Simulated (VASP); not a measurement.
# Hf (Im-3m) in VASP: a series of runs, part 3 of 3

VASP 6.6.1. Earlier steps stand in the parts before.

## 5. Electric field gradients, PBEsol (volume scaled by 0.96)

Input file INCAR:

```
  PREC = Accurate
  ENCUT = 520
  EDIFF = 1E-8
  ISMEAR = -1
  SIGMA = 0.05
  LREAL = F
  LASPH = T
  NELM = 100
  ALGO = Normal
  ISIF = 2
  LWAVE = F
  LCHARG = F
  GGA = PS
  LEFG = T
  NBANDS = 11
```

Input file KPOINTS:

```
Automatic mesh
0
Gamma
  14 14 14
```

Input file POSCAR:

```
Hf
1.0
   -1.7806051177      1.7806051177      1.7806051177
    1.7806051177     -1.7806051177      1.7806051177
    1.7806051177      1.7806051177     -1.7806051177
Hf
1
Direct
    0.0000000000      0.0000000000      0.0000000000
```

Potentials or basis: VASP PAW PBE potentials, release 64 (Hf_pv).

Run with:

```sh
$ cat potpaw_PBE.64/Hf_pv/POTCAR > POTCAR
$ mpirun -np 1 vasp_std > vasp.out
```

OUTCAR:

```text
PREC = Accurate
   ENCUT = 520
   EDIFF = 1E-8
   ISMEAR = -1
   LREAL = F
   LASPH = T
   NELM = 100
   ISIF = 2
   GGA = PS

 ion  position               nearest neighbor table
   1  0.000  0.000  0.000-

  LATTYP: Found a body centered cubic cell.
 ALAT       =     3.5612102354

  Lattice vectors:

 A1 = (  -1.7806051177,   1.7806051177,   1.7806051177)
 A2 = (   1.7806051177,  -1.7806051177,   1.7806051177)
 A3 = (   1.7806051177,   1.7806051177,  -1.7806051177)

Analysis of symmetry for initial positions (statically):
=====================================================================
 Subroutine PRICEL returns:
 Original cell was already a primitive cell.

 Routine SETGRP: Setting up the symmetry group for a
 body centered cubic supercell.

 Subroutine GETGRP returns: Found 48 space group operations
 (whereof 48 operations were pure point group operations)
 out of a pool of 48 trial point group operations.

The static configuration has the point symmetry O_h .

Analysis of symmetry for dynamics (positions and initial velocities):
=====================================================================
 Subroutine PRICEL returns:
 Original cell was already a primitive cell.

 Routine SETGRP: Setting up the symmetry group for a
 body centered cubic supercell.

 Subroutine GETGRP returns: Found 48 space group operations
 (whereof 48 operations were pure point group operations)
 out of a pool of 48 trial point group operations.

The dynamic configuration has the point symmetry O_h .

 Subroutine INISYM returns: Found 48 space group operations
 (whereof 48 operations are pure point group operations),
 and found     1 'primitive' translations

----------------------------------------------------------------------------------------

                                     Primitive cell

  volume of cell :      22.5820

  direct lattice vectors                    reciprocal lattice vectors
    -1.780605118  1.780605118  1.780605118     0.000000000  0.280803416  0.280803416
     1.780605118 -1.780605118  1.780605118     0.280803416  0.000000000  0.280803416
     1.780605118  1.780605118 -1.780605118     0.280803416  0.280803416  0.000000000

  length of vectors
     3.084098532  3.084098532  3.084098532     0.397116000  0.397116000  0.397116000

  position of ions in fractional coordinates (direct lattice)
     0.000000000  0.000000000  0.000000000

  ion indices of the primitive-cell ions
   primitive index   ion index
                 1           1

----------------------------------------------------------------------------------------

 KPOINTS: Automatic mesh

Automatic generation of k-mesh.
 Grid dimensions read from file:
 generate k-points for:   14   14   14

 Generating k-lattice:

  Cartesian coordinates                     Fractional coordinates (reciprocal lattice)
[... 63 lines left out ...]
   NSW    =      0    number of steps for IOM
   IBRION =     -1    ionic relax: 0-MD 1-quasi-New 2-CG
   NFREE  =      0    steps in history (QN), initial steepest desc. (CG)
   ISIF   =      2    stress and relaxation
   ISYM   =      2    0-nonsym 1-usesym 2-fastsym
   POTIM  = 0.5000    time-step for ionic-motion
   TEBEG  =    0.0;   TEEND  =   0.0 temperature during run
   PSTRESS=    0.0 pullay stress
   NELECT =      10.0000    total number of electrons
   NUPDOWN=      -1.0000    fix difference up-down
   EMIN   =  10.00;   EMAX   =-10.00  energy-range for DOS
   EFERMI =   0.00;   METHOD = LEGACY
   ISMEAR =    -1;   SIGMA  =   0.05  broadening in eV -4-tet -1-fermi 0-gaus
   EFERMI_NEDOS =   21; number of points for ismear=-14 and -15
   IALGO  =     38    algorithm
   IMIX   =      4    mixing-type and parameters
     AMIX     =   0.40;   BMIX     =  1.00
     AMIX_MAG =   1.60;   BMIX_MAG =  1.00
  volume/ion in A,a.u.               =      22.58       152.39
  Fermi-wavevector in a.u.,A,eV,Ry     =   1.247826  2.358048 21.185205  1.557069
  Thomas-Fermi vector in A             =   2.381940
   LORBIT       =      0    0 simple, 1 ext, 2 COOP (PROOUT), +10 PAW based schemes
   GGA     = PS    functional components
   LHFCALC =     F    Hartree Fock is set to
   AEXX    =    0.0000 exact exchange contribution
   IVDW    =     0    specifies the selected vdW correction
   LEPSILON=     F    determine dielectric tensor
   LRPA    =     F    only Hartree local field effects (RPA)
 non-spin polarized calculation
  energy-cutoff  :      520.00
  volume of cell :       22.58
 maximum number of plane-waves:       623
   NGX = 11   NGY = 11   NGZ = 11

 number of electron      10.0000002 magnetization

 Free energy of the ion-electron system (eV)
  ---------------------------------------------------
  ext. energy  EPLUGINS =         0.00000000
  ---------------------------------------------------
  free energy    TOTEN  =       -10.31506156 eV

  energy without entropy =      -10.29795403  energy(sigma->0) =      -10.30650780

 E-fermi :   4.3371     XC(G=0): -11.3482

 val. band max:        4.3323464089   @ k =   0.2143   0.0714   0.0714
 cond. band min:       4.3409500843   @ k =  -0.3571   0.3571   0.0714
 fundamental gap:      0.0086036754
 Fermi energy:         4.3370828924

 k-point     1 :       0.0000    0.0000    0.0000
  band No.  band energies     occupation
      1     -25.4641      2.00000
      2     -25.4641      2.00000
      3     -25.4641      2.00000
      4      -2.6587      2.00000
      5       5.8561      0.00000
      6       5.8561      0.00000
      7       5.8561      0.00000
      8       8.6231      0.00000
      9       8.6231      0.00000
     10      17.5729      0.00000
     11      17.6299      0.00000
[... 309 lines left out ...]
 k-point    24 :       0.3571    0.2857    0.0000
  band No.  band energies     occupation
      1     -26.0751      2.00000
      2     -25.9530      2.00000
      3     -25.5634      2.00000
      4       2.6834      2.00000
      5       3.7435      1.99999
      6       4.0193      1.99653
      7       8.7604      0.00000
      8       9.2560      0.00000
      9      11.7430      0.00000
     10      14.2423      0.00000
     11      15.6522      0.00000

 [... further k-points ...]
[... 5 lines left out ...]
  --------------------------------------------------------------------------------------
  -------------------------------------------------------------------------------------
  Total       -0.8559694     -0.8559694     -0.8559694      0.0000000      0.0000000      0.0000000
  in kB      -60.7303744    -60.7303744    -60.7303744      0.0000000      0.0000000      0.0000000
  external PRESSURE =     -60.7303744 kB  Pullay stress =       0.0000000 kB

 VOLUME and BASIS-vectors are now :
 -----------------------------------------------------------------------------
  energy-cutoff  :      520.00
  volume of cell :       22.58
      direct lattice vectors                 reciprocal lattice vectors
    -1.780605118  1.780605118  1.780605118     0.000000000  0.280803416  0.280803416
     1.780605118 -1.780605118  1.780605118     0.280803416  0.000000000  0.280803416
     1.780605118  1.780605118 -1.780605118     0.280803416  0.280803416  0.000000000

 POSITION                                       TOTAL-FORCE (eV/Angst)
 -----------------------------------------------------------------------------------
      0.00000      0.00000      0.00000         0.000000     -0.000000      0.000000
 -----------------------------------------------------------------------------------
    total drift:                                0.000000      0.000000      0.000000

  FREE ENERGIE OF THE ION-ELECTRON SYSTEM (eV)
  ---------------------------------------------------
  free  energy   TOTEN  =       -10.3150615585 eV

  energy  without entropy=      -10.2979540320  energy(sigma->0) =      -10.30650780

 Electric field gradients (V/A^2)
---------------------------------------------------------------------
 ion       V_xx      V_yy      V_zz      V_xy      V_xz      V_yz
---------------------------------------------------------------------
   1      -0.000     0.000     0.000    -0.000    -0.000    -0.000
---------------------------------------------------------------------

 Electric field gradients after diagonalization (V/A^2)
 (convention: |V_zz| > |V_xx| > |V_yy|)
----------------------------------------------------------------------
 ion       V_xx      V_yy      V_zz     asymmetry (V_yy - V_xx)/ V_zz
----------------------------------------------------------------------
   1       0.000     0.000    -0.001       0.000
----------------------------------------------------------------------

           NMR quadrupolar parameters

 Cq : quadrupolar parameter    Cq=e*Q*V_zz/h
 eta: asymmetry parameters     (V_yy - V_xx)/ V_zz
 Q  : nuclear electric quadrupole moment in mb (millibarn)
----------------------------------------------------------------------
 ion       Cq(MHz)       eta       Q (mb)
----------------------------------------------------------------------
   1      -0.000       0.000       1.000
----------------------------------------------------------------------
```

OSZICAR:

```text
N       E                     dE             d eps       ncg     rms          rms(c)
DAV:   1     0.123222379770E+02    0.12322E+02   -0.57039E+03  2312   0.837E+02
DAV:   2    -0.102313816459E+02   -0.22554E+02   -0.21887E+02  2874   0.155E+02
DAV:   3    -0.106989640923E+02   -0.46758E+00   -0.45681E+00  2851   0.150E+01
DAV:   4    -0.107008969787E+02   -0.19329E-02   -0.19300E-02  2591   0.115E+00
DAV:   5    -0.107009082394E+02   -0.11261E-04   -0.11261E-04  2863   0.789E-02    0.447E+01
DAV:   6    -0.104117673511E+02    0.28914E+00   -0.24383E-01  2540   0.352E+00    0.259E+01
DAV:   7    -0.103192483141E+02    0.92519E-01   -0.32528E-01  2585   0.394E+00    0.104E+00
DAV:   8    -0.103150399371E+02    0.42084E-02   -0.23481E-02  2510   0.107E+00    0.325E-01
DAV:   9    -0.103150592498E+02   -0.19313E-04   -0.33685E-04  2992   0.158E-01    0.477E-02
DAV:  10    -0.103150616301E+02   -0.23803E-05   -0.15744E-05  2619   0.296E-02    0.255E-02
DAV:  11    -0.103150615661E+02    0.63972E-07   -0.24738E-06  2733   0.117E-02    0.217E-03
DAV:  12    -0.103150615585E+02    0.75853E-08   -0.31850E-08  2688   0.169E-03
   1 F= -.10315062E+02 E0= -.10306508E+02  d E =-.171075E-01
```

Wall time 11 s (1 thread of Intel Xeon Platinum 8488C (Sapphire Rapids), shared host); peak memory 0.15 GiB.

Results:

* Free energy: -10.3151 eV
* Pressure: -6.1 GPa
* Band gap on the k mesh: zero (band 5 reaches 5.86 eV, above the bottom of band 6 at 3.61 eV)

Caveat: without QUAD_EFG the Cq values of the log hold for a quadrupole moment of 1 mb, not for the nuclei; the PAW data sets were made with another functional, which shifts forces and pressure a little; spin-orbit coupling is left out, which moves the levels of the heavy elements.
